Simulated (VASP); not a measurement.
# BN (zincblende type) (F-43m) in VASP: density of states with LDA

Aim: the density of states of BN (zincblende type) with LDA.

Program: VASP 6.6.1. These are calculated values, not measurements. Logs are shortened: lines on timing, memory, paths and dates and some standing lists are left out, and cuts for length are marked.

### Step 1. The cell of the first run

Symmetry: F-43m, No. 216, cubic system. Conventional cell: a = 3.581 Å, b = 3.581 Å, c = 3.581 Å, α = 90.00°, β = 90.00°, γ = 90.00°. Within 2.1 Å of B (site symmetry -43m) lie 4 N at 1.55 Å. N (site symmetry -43m) has 4 B at 1.55 Å within 2.1 Å.

### Step 2. Density of states, LDA

Contents of POSCAR:

```
BN
1.0
    0.0000000000      1.7903078712      1.7903078712
    1.7903078712      0.0000000000      1.7903078712
    1.7903078712      1.7903078712      0.0000000000
B N
1 1
Direct
    0.0000000000      0.0000000000      0.0000000000
    0.2500000000      0.2500000000      0.2500000000
```

Contents of INCAR.step1:

```
PREC = Accurate
ENCUT = 520
EDIFF = 1E-7
ISMEAR = -1
SIGMA = 0.1
LREAL = False
LASPH = True
NELM = 60
ALGO = Normal
ISIF = 2
LWAVE = False
LCHARG = True
NBANDS = 11
```

Contents of KPOINTS.step1:

```
regular mesh
0
Gamma
  15 15 15
```

Contents of INCAR.step2:

```
PREC = Accurate
ENCUT = 520
EDIFF = 1E-7
ISMEAR = -5
SIGMA = 0.1
LREAL = False
LASPH = True
NELM = 60
ALGO = Normal
ISIF = 2
LWAVE = False
LCHARG = False
LORBIT = 10
NEDOS = 2001
ICHARG = 11
```

Contents of KPOINTS.step2:

```
regular mesh
0
Gamma
  23 23 23
```

Potentials or basis: VASP PAW LDA potentials, release 64 (B, N).

Command:

```bash
$ cat potpaw_LDA.64/B/POTCAR potpaw_LDA.64/N/POTCAR > POTCAR
$ cp INCAR.step1 INCAR
$ cp KPOINTS.step1 KPOINTS
$ mpirun -np 1 vasp_std > vasp.out
$ cp INCAR.step2 INCAR
$ cp KPOINTS.step2 KPOINTS
$ mpirun -np 1 vasp_std > vasp.out
```

OUTCAR:

```text
PREC = Accurate
   ENCUT = 520
   EDIFF = 1E-7
   ISMEAR = -5
   LREAL = False
   LASPH = True
   NELM = 60
   ISIF = 2
   LORBIT = 10
   ICHARG = 11

 ion  position               nearest neighbor table
   1  0.000  0.000  0.000-   2 1.55   2 1.55   2 1.55   2 1.55
   2  0.250  0.250  0.250-   1 1.55   1 1.55   1 1.55   1 1.55

  LATTYP: Found a face centered cubic cell.
 ALAT       =     3.5806157424

  Lattice vectors:

 A1 = (   0.0000000000,   1.7903078712,   1.7903078712)
 A2 = (   1.7903078712,   0.0000000000,   1.7903078712)
 A3 = (   1.7903078712,   1.7903078712,   0.0000000000)

Analysis of symmetry for initial positions (statically):
=====================================================================
 Subroutine PRICEL returns:
 Original cell was already a primitive cell.

 Routine SETGRP: Setting up the symmetry group for a
 face centered cubic supercell.

 Subroutine GETGRP returns: Found 24 space group operations
 (whereof 24 operations were pure point group operations)
 out of a pool of 48 trial point group operations.

The static configuration has the point symmetry T_d .

Analysis of symmetry for dynamics (positions and initial velocities):
=====================================================================
 Subroutine PRICEL returns:
 Original cell was already a primitive cell.

 Routine SETGRP: Setting up the symmetry group for a
 face centered cubic supercell.

 Subroutine GETGRP returns: Found 24 space group operations
 (whereof 24 operations were pure point group operations)
 out of a pool of 48 trial point group operations.

The dynamic configuration has the point symmetry T_d .

 Subroutine INISYM returns: Found 24 space group operations
 (whereof 24 operations are pure point group operations),
 and found     1 'primitive' translations

----------------------------------------------------------------------------------------

                                     Primitive cell

  volume of cell :      11.4766

  direct lattice vectors                    reciprocal lattice vectors
     0.000000000  1.790307871  1.790307871    -0.279281574  0.279281574  0.279281574
     1.790307871  0.000000000  1.790307871     0.279281574 -0.279281574  0.279281574
     1.790307871  1.790307871  0.000000000     0.279281574  0.279281574 -0.279281574

  length of vectors
     2.531877672  2.531877672  2.531877672     0.483729876  0.483729876  0.483729876

  position of ions in fractional coordinates (direct lattice)
     0.000000000  0.000000000  0.000000000
     0.250000000  0.250000000  0.250000000

  ion indices of the primitive-cell ions
   primitive index   ion index
                 1           1
                 2           2

----------------------------------------------------------------------------------------

 KPOINTS: regular mesh

Automatic generation of k-mesh.
 Grid dimensions read from file:
 generate k-points for:   23   23   23

 Generating k-lattice:

  Cartesian coordinates                     Fractional coordinates (reciprocal lattice)
    -0.012142677  0.012142677  0.012142677     0.043478261  0.000000000  0.000000000
     0.012142677 -0.012142677  0.012142677     0.000000000  0.043478261  0.000000000
     0.012142677  0.012142677 -0.012142677     0.000000000  0.000000000  0.043478261

  Length of vectors
     0.021031734  0.021031734  0.021031734

  Shift w.r.t. Gamma in fractional coordinates (k-lattice)
     0.000000000  0.000000000  0.000000000

 TETIRR: Found   1662 inequivalent tetrahedra from    73002

 Subroutine IBZKPT returns following result:
 ===========================================

 Found    364 irreducible k-points:

 Following reciprocal coordinates:
            Coordinates               Weight
  0.000000  0.000000  0.000000      1.000000
  0.043478  0.000000  0.000000      8.000000
  0.086957  0.000000  0.000000      8.000000
  0.130435  0.000000  0.000000      8.000000
  0.173913  0.000000  0.000000      8.000000
  0.217391  0.000000  0.000000      8.000000
[... 16 lines left out ...]
  0.478261  0.043478  0.000000     24.000000
 -0.478261  0.043478  0.000000     24.000000
 [... further k-points ...]
   k-points           NKPTS =    364   k-points in BZ     NKDIM =    364   number of bands    NBANDS=      8
   number of dos      NEDOS =   2001   number of ions     NIONS =      2
   total plane-waves  NPLWV =   8000
   dimension x,y,z NGX =    20 NGY =   20 NGZ =   20
   dimension x,y,z NGXF=    40 NGYF=   40 NGZF=   40
   ions per type =               1   1
   NGX,Y,Z   is equivalent  to a cutoff of  13.13, 13.13, 13.13 a.u.
   NGXF,Y,Z  is equivalent  to a cutoff of  26.26, 26.26, 26.26 a.u.
 SYSTEM =  unknown system
   PREC   = accura    normal or accurate (medium, high low for compatibility)
   ISTART =      0    job   : 0-new  1-cont  2-samecut
   ICHARG =     11    charge: 1-file 2-atom 10-const
   ISPIN  =      1    spin polarized calculation?
   LNONCOLLINEAR =      F non collinear calculations
   LSORBIT =      F    spin-orbit coupling
   LASPH  =      T    aspherical Exc in radial PAW
   ENCUT  =  520.0 eV  38.22 Ry    6.18 a.u.   4.71  4.71  4.71*2*pi/ulx,y,z
   NELM   =     60;   NELMIN=  2; NELMDL=  0     # of ELM steps
   EDIFF  = 0.1E-06   stopping-criterion for ELM
   LREAL  =      F    real-space projection
   EDIFFG = 0.1E-05   stopping-criterion for IOM
   NSW    =      0    number of steps for IOM
   IBRION =     -1    ionic relax: 0-MD 1-quasi-New 2-CG
   NFREE  =      0    steps in history (QN), initial steepest desc. (CG)
   ISIF   =      2    stress and relaxation
   ISYM   =      2    0-nonsym 1-usesym 2-fastsym
   POTIM  = 0.5000    time-step for ionic-motion
   TEBEG  =    0.0;   TEEND  =   0.0 temperature during run
   PSTRESS=    0.0 pullay stress
   NELECT =       8.0000    total number of electrons
   NUPDOWN=      -1.0000    fix difference up-down
   EMIN   =  10.00;   EMAX   =-10.00  energy-range for DOS
   EFERMI =   0.00;   METHOD = LEGACY
   ISMEAR =    -5;   SIGMA  =   0.10  broadening in eV -4-tet -1-fermi 0-gaus
   EFERMI_NEDOS =   21; number of points for ismear=-14 and -15
   IALGO  =     38    algorithm
   IMIX   =      4    mixing-type and parameters
     AMIX     =   0.40;   BMIX     =  1.00
     AMIX_MAG =   1.60;   BMIX_MAG =  1.00
  volume/ion in A,a.u.               =       5.74        38.72
  Fermi-wavevector in a.u.,A,eV,Ry     =   1.451556  2.743043 28.667674  2.107015
  Thomas-Fermi vector in A             =   2.569040
   LORBIT       =     10    0 simple, 1 ext, 2 COOP (PROOUT), +10 PAW based schemes
   GGA     = CA    functional components
   LHFCALC =     F    Hartree Fock is set to
   AEXX    =    0.0000 exact exchange contribution
   IVDW    =     0    specifies the selected vdW correction
   LEPSILON=     F    determine dielectric tensor
   LRPA    =     F    only Hartree local field effects (RPA)
 non-spin polarized calculation
 Fermi weights with tetrahedron method with Bloechl corrections
  energy-cutoff  :      520.00
  volume of cell :       11.48
 maximum number of plane-waves:       331

 number of electron       7.9999999 magnetization

 Free energy of the ion-electron system (eV)
  ---------------------------------------------------
  ext. energy  EPLUGINS =         0.00000000
  ---------------------------------------------------
  free energy    TOTEN  =       -19.41380586 eV

  energy without entropy =      -19.41380586  energy(sigma->0) =      -19.41380586

 E-fermi :   7.7654     XC(G=0): -13.2431

 val. band max:        7.7521428833   @ k =   0.0000   0.0000   0.0000
 cond. band min:      12.1537138711   @ k =   0.4783   0.4783   0.0000
 fundamental gap:      4.4015709878
 Fermi energy:         7.7653739873

 k-point     1 :       0.0000    0.0000    0.0000
  band No.  band energies     occupation
      1     -12.6460      2.00000
      2       7.7521      2.00000
      3       7.7521      2.00000
      4       7.7521      2.00000
      5      16.5702      0.00000
      6      16.5702      0.00000
      7      16.5702      0.00000
      8      18.6611      0.00000

 k-point     2 :       0.0435    0.0000    0.0000
  band No.  band energies     occupation
      1     -12.5986      2.00000
      2       7.4847      2.00000
      3       7.6987      2.00000
      4       7.6987      2.00000
      5      16.6511      0.00000
      6      16.6511      0.00000
      7      16.6570      0.00000
      8      18.8046      0.00000

 k-point     3 :       0.0870    0.0000    0.0000
  band No.  band energies     occupation
      1     -12.4570      2.00000
      2       6.7540      2.00000
      3       7.5484      2.00000
      4       7.5484      2.00000
      5      16.8583      0.00000
      6      16.8771      0.00000
      7      16.8771      0.00000
      8      19.2169      0.00000

 k-point     4 :       0.1304    0.0000    0.0000
  band No.  band energies     occupation
      1     -12.2225      2.00000
      2       5.7093      2.00000
      3       7.3261      2.00000
      4       7.3261      2.00000
      5      17.0874      0.00000
      6      17.2035      0.00000
      7      17.2035      0.00000
      8      19.8244      0.00000

 k-point     5 :       0.1739    0.0000    0.0000
  band No.  band energies     occupation
      1     -11.8974      2.00000
      2       4.4858      2.00000
      3       7.0626      2.00000
      4       7.0626      2.00000
      5      17.3114      0.00000
      6      17.5697      0.00000
      7      17.5697      0.00000
      8      20.5101      0.00000
[... 177 lines left out ...]
 k-point    22 :       0.4348    0.0435    0.0000
  band No.  band energies     occupation
      1      -8.7737      2.00000
      2      -2.3364      2.00000
      3       5.6702      2.00000
      4       5.7783      2.00000
      5      18.1400      0.00000
      6      18.5303      0.00000
      7      18.7269      0.00000
      8      22.9622      0.00000

 k-point    23 :       0.4783    0.0435    0.0000
  band No.  band energies     occupation
      1      -8.3295      2.00000
      2      -2.9929      2.00000
      3       5.6477      2.00000
      4       5.6547      2.00000
      5      18.2221      0.00000
      6      18.5463      0.00000
      7      18.6614      0.00000
      8      23.1007      0.00000

 k-point    24 :      -0.4783    0.0435    0.0000
  band No.  band energies     occupation
      1      -8.1989      2.00000
      2      -3.1768      2.00000
      3       5.5694      2.00000
      4       5.6961      2.00000
      5      18.2997      0.00000
      6      18.5368      0.00000
      7      18.5971      0.00000
      8      23.1398      0.00000

 [... further k-points ...]
[... 5 lines left out ...]
  --------------------------------------------------------------------------------------
  -------------------------------------------------------------------------------------
  Total        0.0690562      0.0690562      0.0690562     -0.0000000      0.0000000      0.0000000
  in kB        9.6405104      9.6405104      9.6405104     -0.0000000      0.0000000      0.0000000
  external PRESSURE =       9.6405104 kB  Pullay stress =       0.0000000 kB

 VOLUME and BASIS-vectors are now :
 -----------------------------------------------------------------------------
  energy-cutoff  :      520.00
  volume of cell :       11.48
      direct lattice vectors                 reciprocal lattice vectors
     0.000000000  1.790307871  1.790307871    -0.279281574  0.279281574  0.279281574
     1.790307871  0.000000000  1.790307871     0.279281574 -0.279281574  0.279281574
     1.790307871  1.790307871  0.000000000     0.279281574  0.279281574 -0.279281574

 POSITION                                       TOTAL-FORCE (eV/Angst)
 -----------------------------------------------------------------------------------
      0.00000      0.00000      0.00000         0.000000      0.000000      0.000000
      0.89515      0.89515      0.89515        -0.000000     -0.000000     -0.000000
 -----------------------------------------------------------------------------------
    total drift:                               -0.000000     -0.000000     -0.000000

  FREE ENERGIE OF THE ION-ELECTRON SYSTEM (eV)
  ---------------------------------------------------
  free  energy   TOTEN  =       -19.4138058553 eV

  energy  without entropy=      -19.4138058553  energy(sigma->0) =      -19.41380586

 total charge

# of ion       s       p       d       tot
------------------------------------------
    1        0.683   1.413   0.000   2.096
    2        1.203   2.763   0.000   3.966
--------------------------------------------------
tot          1.886   4.176   0.000   6.062
```

Wall time 32 s (1 thread of AMD EPYC 7R43 (Zen 3), shared host); peak memory 0.1 GiB.

What came out:

```yaml
Valence_electrons_inside_the_program's_atomic_spheres: B 2.10; N 3.97
```

Levels at points of the mesh, in eV from the valence-band top:
```
           k point  band 1  band 2  band 3  band 4  band 5  band 6  band 7  band 8
(0.00, 0.00, 0.00)  -20.40    0.00    0.00    0.00    8.82    8.82    8.82   10.91
```
